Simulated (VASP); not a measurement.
MgF2 (rutile type), 6 atoms in the cell. The structure is tetragonal, space group P4_2/mnm (No. 136). Conventional cell: a = 4.457 Å, b = 4.457 Å, c = 2.959 Å, α = 90.00°, β = 90.00°, γ = 90.00°. Mg (site symmetry mmm) has 6 F at 1.90 to 1.94 Å within 2.5 Å. Within 2.5 Å of F (site symmetry m2m) lie 3 Mg at 1.90 to 1.94 Å and 1 F at 2.49 Å. 

```yaml
Program: VASP 6.6.1
Task: single point
Functional: LDA
Potentials_or_basis: VASP PAW LDA potentials, release 64 (Mg_sv, F)
Cutoff: 840 eV
k_mesh: 7 × 7 × 10
Occupations: fermi-dirac, width 0.1 eV
Spin: no spin polarisation
Dipole_correction: no
Further_INCAR_settings: ALGO = Normal; EDIFF = 1e-06; NBANDS = 33
```

Potentials or basis: VASP PAW LDA potentials, release 64 (Mg_sv, F).

Run with:

```sh
$ cat potpaw_LDA.64/Mg_sv/POTCAR potpaw_LDA.64/F/POTCAR > POTCAR
$ mpirun -np 1 vasp_std > vasp.out
```

Hardware: 1 thread of Intel(R) Xeon(R) Platinum 8259CL CPU @ 2.50GHz (Skylake/Cascade Lake) (shared host).

**Question.** Estimate the wall time of this run.

**Answer.** It took 2 min on 1 thread of Intel(R) Xeon(R) Platinum 8259CL CPU @ 2.50GHz (Skylake/Cascade Lake) (shared host), peak memory 0.29 GiB. Counts: scf iterations 11, k points 60.
